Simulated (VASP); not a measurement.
# Ti (I4/mmm) in VASP: notebook

Runs on Ti. Level: PBEsol. Tasks: single point.

Program: VASP 6.6.1. These are calculated values, not measurements. Logs are shortened: lines on timing, memory, paths and dates and some standing lists are left out, and cuts for length are marked.

**1. The cell of the first run**

Symmetry: I4/mmm, No. 139, tetragonal system. The conventional cell has a = 3.233 Å, b = 3.233 Å, c = 3.184 Å, α = 90.00°, β = 90.00°, γ = 90.00°. Ti (site symmetry 4/mmm) has 14 Ti at 2.79 to 3.23 Å within 3.7 Å.

**2. Single point, PBEsol (strain -0.015 along x and y, -0.030 along z)**

INCAR

```
PREC = Accurate
ENCUT = 520
EDIFF = 1E-7
ISMEAR = 0
SIGMA = 0.15
LREAL = F
LASPH = T
NELM = 100
ALGO = Normal
ISIF = 2
LWAVE = F
LCHARG = F
GGA = PS
NBANDS = 12
```

KPOINTS

```
regular mesh
0
Gamma
  20 20 20
```

POSCAR

```
Ti
1.0
   -1.6163850000      1.6163850000      1.5917700000
    1.6163850000     -1.6163850000      1.5917700000
    1.6163850000      1.6163850000     -1.5917700000
Ti
1
Direct
    0.0000000000      0.0000000000      0.0000000000
```

Potentials or basis: VASP PAW PBE potentials, release 64 (Ti_sv).

Launch:

```sh
$ cat potpaw_PBE.64/Ti_sv/POTCAR > POTCAR
$ mpirun -np 1 vasp_std > vasp.out
```

OUTCAR:

```text
PREC = Accurate
   ENCUT = 520
   EDIFF = 1E-7
   ISMEAR = 0
   LREAL = F
   LASPH = T
   NELM = 100
   ISIF = 2
   GGA = PS

 ion  position               nearest neighbor table
   1  0.000  0.000  0.000-

  LATTYP: Found a body centered tetragonal cell.
 ALAT       =     3.2327700000
 C/A-ratio  =     0.9847715736

  Lattice vectors:

 A1 = (  -1.6163850000,   1.6163850000,   1.5917700000)
 A2 = (   1.6163850000,  -1.6163850000,   1.5917700000)
 A3 = (   1.6163850000,   1.6163850000,  -1.5917700000)

Analysis of symmetry for initial positions (statically):
=====================================================================
 Subroutine PRICEL returns:
 Original cell was already a primitive cell.

 Routine SETGRP: Setting up the symmetry group for a
 body centered tetragonal supercell.

 Subroutine GETGRP returns: Found 16 space group operations
 (whereof 16 operations were pure point group operations)
 out of a pool of 16 trial point group operations.

The static configuration has the point symmetry D_4h.

Analysis of symmetry for dynamics (positions and initial velocities):
=====================================================================
 Subroutine PRICEL returns:
 Original cell was already a primitive cell.

 Routine SETGRP: Setting up the symmetry group for a
 body centered tetragonal supercell.

 Subroutine GETGRP returns: Found 16 space group operations
 (whereof 16 operations were pure point group operations)
 out of a pool of 16 trial point group operations.

The dynamic configuration has the point symmetry D_4h.

 Subroutine INISYM returns: Found 16 space group operations
 (whereof 16 operations are pure point group operations),
 and found     1 'primitive' translations

----------------------------------------------------------------------------------------

                                     Primitive cell

  volume of cell :      16.6353

  direct lattice vectors                    reciprocal lattice vectors
    -1.616385000  1.616385000  1.591770000     0.000000000  0.309332244  0.314115733
     1.616385000 -1.616385000  1.591770000     0.309332244  0.000000000  0.314115733
     1.616385000  1.616385000 -1.591770000     0.309332244  0.309332244  0.000000000

  length of vectors
     2.785521974  2.785521974  2.785521974     0.440857268  0.440857268  0.437461855

  position of ions in fractional coordinates (direct lattice)
     0.000000000  0.000000000  0.000000000

  ion indices of the primitive-cell ions
   primitive index   ion index
                 1           1

[... 78 lines left out ...]
   ISYM   =      2    0-nonsym 1-usesym 2-fastsym
   POTIM  = 0.5000    time-step for ionic-motion
   TEBEG  =    0.0;   TEEND  =   0.0 temperature during run
   PSTRESS=    0.0 pullay stress
   NELECT =      12.0000    total number of electrons
   NUPDOWN=      -1.0000    fix difference up-down
   EMIN   =  10.00;   EMAX   =-10.00  energy-range for DOS
   EFERMI =   0.00;   METHOD = LEGACY
   ISMEAR =     0;   SIGMA  =   0.15  broadening in eV -4-tet -1-fermi 0-gaus
   EFERMI_NEDOS =   21; number of points for ismear=-14 and -15
   IALGO  =     38    algorithm
   IMIX   =      4    mixing-type and parameters
     AMIX     =   0.40;   BMIX     =  1.00
     AMIX_MAG =   1.60;   BMIX_MAG =  1.00
  volume/ion in A,a.u.               =      16.64       112.26
  Fermi-wavevector in a.u.,A,eV,Ry     =   1.468223  2.774539 29.329779  2.155678
  Thomas-Fermi vector in A             =   2.583746
   LORBIT       =      0    0 simple, 1 ext, 2 COOP (PROOUT), +10 PAW based schemes
   GGA     = PS    functional components
   LHFCALC =     F    Hartree Fock is set to
   AEXX    =    0.0000 exact exchange contribution
   IVDW    =     0    specifies the selected vdW correction
   LEPSILON=     F    determine dielectric tensor
   LRPA    =     F    only Hartree local field effects (RPA)
 non-spin polarized calculation
 Gauss-broadening in eV      SIGMA  =   0.15
  energy-cutoff  :      520.00
  volume of cell :       16.64
 maximum number of plane-waves:       466
 NGX is ok and might be reduce to    24
   NGX = 11   NGY = 11   NGZ = 11

 number of electron      11.9999999 magnetization

 Free energy of the ion-electron system (eV)
  ---------------------------------------------------
  ext. energy  EPLUGINS =         0.00000000
  ---------------------------------------------------
  free energy    TOTEN  =        -8.24750443 eV

  energy without entropy =       -8.22288969  energy(sigma->0) =       -8.23519706

 E-fermi :   8.4094     XC(G=0): -11.8390

 val. band max:        8.4036634401   @ k =  -0.2500   0.3500   0.0500
 cond. band min:       8.4119520704   @ k =   0.2500   0.2000   0.0000
 fundamental gap:      0.0082886304
 Fermi energy:         8.4093849900

 k-point     1 :       0.0000    0.0000    0.0000
  band No.  band energies     occupation
      1     -47.8027      2.00000
      2     -23.6992      2.00000
      3     -23.6985      2.00000
      4     -23.6985      2.00000
      5       2.3665      2.00000
      6       9.3556      0.00000
      7       9.4722      0.00000
      8       9.4722      0.00000
      9      11.2306      0.00000
     10      11.3681      0.00000
     11      26.0446      0.00000
     12      26.0446      0.00000
[... 331 lines left out ...]
 k-point    24 :      -0.3500    0.0500   -0.0000
  band No.  band energies     occupation
      1     -47.6852      2.00000
      2     -24.2744      2.00000
      3     -23.8820      2.00000
      4     -23.7127      2.00000
      5       5.2508      2.00000
      6       8.2817      1.77140
      7       8.7217      0.00324
      8      11.1398      0.00000
      9      11.5322      0.00000
     10      11.8315      0.00000
     11      20.7378      0.00000
     12      23.3201      0.00000

 [... further k-points ...]
[... 5 lines left out ...]
  --------------------------------------------------------------------------------------
  -------------------------------------------------------------------------------------
  Total       -0.0750457     -0.0750457     -0.1159499      0.0000000      0.0000000      0.0000000
  in kB       -7.2278029     -7.2278029    -11.1673747      0.0000000      0.0000000      0.0000000
  external PRESSURE =      -8.5409935 kB  Pullay stress =       0.0000000 kB

 VOLUME and BASIS-vectors are now :
 -----------------------------------------------------------------------------
  energy-cutoff  :      520.00
  volume of cell :       16.64
      direct lattice vectors                 reciprocal lattice vectors
    -1.616385000  1.616385000  1.591770000     0.000000000  0.309332244  0.314115733
     1.616385000 -1.616385000  1.591770000     0.309332244  0.000000000  0.314115733
     1.616385000  1.616385000 -1.591770000     0.309332244  0.309332244  0.000000000

 POSITION                                       TOTAL-FORCE (eV/Angst)
 -----------------------------------------------------------------------------------
      0.00000      0.00000      0.00000         0.000000      0.000000     -0.000000
 -----------------------------------------------------------------------------------
    total drift:                                0.000000      0.000000      0.000000

  FREE ENERGIE OF THE ION-ELECTRON SYSTEM (eV)
  ---------------------------------------------------
  free  energy   TOTEN  =        -8.2475044312 eV

  energy  without entropy=       -8.2228896931  energy(sigma->0) =       -8.23519706
```

OSZICAR:

```text
N       E                     dE             d eps       ncg     rms          rms(c)
DAV:   1     0.849916392206E+02    0.84992E+02   -0.65409E+03 15432   0.121E+03
DAV:   2    -0.516883823685E+01   -0.90160E+02   -0.87657E+02 15632   0.295E+02
DAV:   3    -0.925077952632E+01   -0.40819E+01   -0.40350E+01 21284   0.643E+01
DAV:   4    -0.933695627393E+01   -0.86177E-01   -0.86064E-01 17184   0.812E+00
DAV:   5    -0.933902506300E+01   -0.20688E-02   -0.20687E-02 18152   0.110E+00    0.901E+00
DAV:   6    -0.824446672964E+01    0.10946E+01   -0.24756E+00 16752   0.226E+01    0.225E+00
DAV:   7    -0.823690015724E+01    0.75666E-02   -0.85132E-02 18452   0.318E+00    0.130E+00
DAV:   8    -0.824707573510E+01   -0.10176E-01   -0.39215E-02 15956   0.235E+00    0.125E-01
DAV:   9    -0.824746512937E+01   -0.38939E-03   -0.30665E-03 18816   0.554E-01    0.864E-02
DAV:  10    -0.824752656367E+01   -0.61434E-04   -0.31308E-04 16188   0.204E-01    0.140E-02
DAV:  11    -0.824750449558E+01    0.22068E-04   -0.24738E-05 17888   0.763E-02    0.920E-03
DAV:  12    -0.824750429701E+01    0.19857E-06   -0.20054E-06 17084   0.163E-02    0.758E-04
DAV:  13    -0.824750458223E+01   -0.28522E-06   -0.25045E-07 19024   0.361E-03    0.260E-03
DAV:  14    -0.824750445577E+01    0.12646E-06   -0.89021E-08 11924   0.366E-03    0.506E-04
DAV:  15    -0.824750443116E+01    0.24612E-07   -0.10024E-08  8004   0.109E-03
   1 F= -.82475044E+01 E0= -.82351971E+01  d E =-.246147E-01
```

It took 40 s on 1 thread of Intel Xeon 6975P-C (Granite Rapids), shared host; peak memory 0.23 GiB.

Results:

```yaml
Free_energy: -8.2475 eV
Pressure: -0.9 GPa
Band_gap_on_the_k_mesh: zero (bands 6 and 7 overlap by 1.70 eV)
```

Caveat: the cell differs from its parent crystal (strain -0.015 along x and y, -0.030 along z); the PAW data sets were made with another functional, which shifts forces and pressure a little.

**3. Single point, PBEsol (strain -0.030 along x and y, +0.015 along z)**

INCAR

```
PREC = Accurate
ENCUT = 520
EDIFF = 1E-7
ISMEAR = 0
SIGMA = 0.15
LREAL = False
LASPH = True
NELM = 60
ALGO = Normal
ISIF = 2
LWAVE = False
LCHARG = False
GGA = PS
NBANDS = 12
```

KPOINTS

```
Automatic mesh
0
Gamma
  20 20 20
```

POSCAR

```
Ti
1.0
   -1.5917700000      1.5917700000      1.6656150000
    1.5917700000     -1.5917700000      1.6656150000
    1.5917700000      1.5917700000     -1.6656150000
Ti
1
Direct
    0.0000000000      0.0000000000      0.0000000000
```

Potentials or basis: VASP PAW PBE potentials, release 64 (Ti_sv).

Launch:

```sh
$ cat potpaw_PBE.64/Ti_sv/POTCAR > POTCAR
$ mpirun -np 1 vasp_std > vasp.out
```

Wall time 40 s (1 thread of Intel Xeon 6975P-C (Granite Rapids), shared host); peak memory 0.24 GiB.

It converged, with:

- Free energy: -8.2464 eV
- Pressure: -2.4 GPa
- Band gap on the k mesh: zero (bands 6 and 7 overlap by 1.62 eV)

Stress tensor (GPa, compression positive):
```
-2.64  0.00  0.00
 0.00 -2.64  0.00
 0.00  0.00 -1.79
```

Levels at points of the mesh, in eV from the Fermi level:
```
           k point  band 2  band 3  band 4  band 5  band 6  band 7  band 8  band 9  band 10  band 11
(0.00, 0.00, 0.00)  -32.17  -32.17  -32.16   -6.02    0.90    0.90    1.23    2.63     3.01    17.11
(0.50, 0.00, 0.00)  -32.92  -32.39  -32.17   -2.53   -0.30    1.14    2.62    3.21     4.41     8.98
(0.50, 0.50, 0.00)  -32.91  -32.41  -32.19   -2.54   -0.70    1.45    3.07    3.31     4.47     9.32
(0.50, 0.50, 0.50)  -32.72  -32.65  -32.65   -2.27   -2.14    4.01    4.10    4.10     7.74     9.02
```

Caveat: the cell differs from its parent crystal (strain -0.030 along x and y, +0.015 along z); the PAW data sets were made with another functional, which shifts forces and pressure a little.

**4. Single point, PBEsol (strain +0.000 along x and y, -0.030 along z)**

INCAR

```
SYSTEM = Ti
ALGO     = Fast           ! electronic algorithm
EDIFF    = 1E-6           ! SCF threshold, eV
ENCUT    = 520            ! plane-wave cutoff, eV
GGA      = PS             ! functional
ISIF     = 2              ! what is computed and relaxed
ISMEAR   = 0              ! smearing method
LASPH    = .TRUE.         ! aspherical terms in the spheres
LCHARG   = .FALSE.        ! write CHGCAR
LREAL    = .FALSE.        ! projectors in reciprocal space
LWAVE    = .FALSE.        ! write WAVECAR
NBANDS   = 12             ! bands
NELM     = 100            ! most SCF steps
PREC     = Accurate       ! precision mode
SIGMA    = 0.15           ! smearing width, eV
```

KPOINTS

```
k-points
0
G
  20 20 20
  0 0 0
```

POSCAR

```
Ti
1.0
   -1.6410000000      1.6410000000      1.5917700000
    1.6410000000     -1.6410000000      1.5917700000
    1.6410000000      1.6410000000     -1.5917700000
Ti
1
Direct
    0.0000000000      0.0000000000      0.0000000000
```

Launch:

```sh
$ cat potpaw_PBE.64/Ti_sv/POTCAR > POTCAR
$ mpirun -np 1 vasp_std > vasp.out
```

Wall time 67 s (1 thread of Intel Xeon 6975P-C (Granite Rapids), shared host); peak memory 0.24 GiB.

It converged, with:

- Free energy: -8.2406 eV
- Pressure: -4.0 GPa
- Band gap on the k mesh: zero (bands 6 and 7 overlap by 1.63 eV)

Stress tensor (GPa, compression positive):
```
-3.76  0.00  0.00
 0.00 -3.76  0.00
 0.00  0.00 -4.62
```

Levels at points of the mesh, in eV from the Fermi level:
```
           k point  band 4  band 5  band 6  band 7  band 8  band 9
(0.00, 0.00, 0.00)  -32.21   -5.98    0.85    1.07    1.07    2.65
(0.50, 0.00, 0.00)  -32.22   -2.49   -0.51    1.26    2.82    3.22
(0.50, 0.50, 0.00)  -32.20   -2.49   -0.24    1.05    2.61    3.07
(0.50, 0.50, 0.50)  -32.67   -2.19   -2.11    3.98    3.98    4.04
```

Caveat: the cell differs from its parent crystal (strain +0.000 along x and y, -0.030 along z); the cell stands under tension; the PAW data sets were made with another functional, which shifts forces and pressure a little.

**5. Single point, PBEsol (strain -0.015 along x and y, +0.000 along z)**

INCAR

```
SYSTEM = Ti
ALGO = Normal
EDIFF = 1E-7
ENCUT = 520
GGA = PS
ISIF = 2
ISMEAR = 0
LASPH = .True.
LCHARG = .False.
LREAL = .False.
LWAVE = .False.
NBANDS = 12
NELM = 80
PREC = Accurate
SIGMA = 0.15
```

KPOINTS

```
k-points
0
Gamma
  20 20 20
  0 0 0
```

POSCAR

```
Ti
1.0
   -1.6163850000      1.6163850000      1.6410000000
    1.6163850000     -1.6163850000      1.6410000000
    1.6163850000      1.6163850000     -1.6410000000
Ti
1
Direct
    0.0000000000      0.0000000000      0.0000000000
```

Launch:

```sh
$ cat potpaw_PBE.64/Ti_sv/POTCAR > POTCAR
$ mpirun -np 1 vasp_std > vasp.out
```

Run time: 39 s. Hardware: 1 thread of Intel Xeon 6975P-C (Granite Rapids), shared host; peak memory 0.24 GiB.

Results (log left out):

```yaml
Free_energy: -8.2398 eV
Pressure: -4.0 GPa
Band_gap_on_the_k_mesh: zero (bands 6 and 7 overlap by 1.63 eV)
```

Stress tensor (GPa, compression positive):
```
-4.13  0.00  0.00
 0.00 -4.13  0.00
 0.00  0.00 -3.77
```

Levels at points of the mesh, in eV from the Fermi level:
```tsv
k point	band 2	band 3	band 4	band 5	band 6	band 7	band 8	band 9	band 10	band 11
(0.00, 0.00, 0.00)	-32.21	-32.21	-32.21	-5.98	0.96	0.96	1.07	2.73	2.86	17.33
(0.50, 0.00, 0.00)	-32.92	-32.43	-32.21	-2.49	-0.37	1.16	2.73	3.13	4.35	8.88
(0.50, 0.50, 0.00)	-32.92	-32.44	-32.22	-2.49	-0.50	1.26	2.87	3.18	4.37	8.99
(0.50, 0.50, 0.50)	-32.71	-32.69	-32.69	-2.17	-2.12	3.98	4.01	4.01	8.17	8.60
```

Caveat: the cell differs from its parent crystal (strain -0.015 along x and y, +0.000 along z); the cell stands under tension; the PAW data sets were made with another functional, which shifts forces and pressure a little.

**6. Summary**

```csv
cell,gap on the mesh (eV),pressure (GPa)
"a = 2.786 Å, angles 109.1, 109.1, 110.3°, 1 atom",none,-0.9
"a = 2.800 Å, angles 110.7, 110.7, 107.0°, 1 atom",none,-2.4
"a = 2.814 Å, angles 108.7, 108.7, 111.1°, 1 atom",none,-4.0
"a = 2.814 Å, angles 109.9, 109.9, 108.7°, 1 atom",none,-4.0
```

Alike in all rows: task single point; level PBEsol; potentials or basis VASP PAW PBE potentials, release 64 (Ti_sv); no spin polarisation; k mesh 20 × 20 × 20; cutoff (eV) 520; smearing gaussian 0.15 eV.

Caveats: the PAW data sets were made with another functional, which shifts forces and pressure a little; the cell stands under tension (at least some runs).

Total energies depend on the potentials used, so only differences within one code and one set of settings carry meaning.
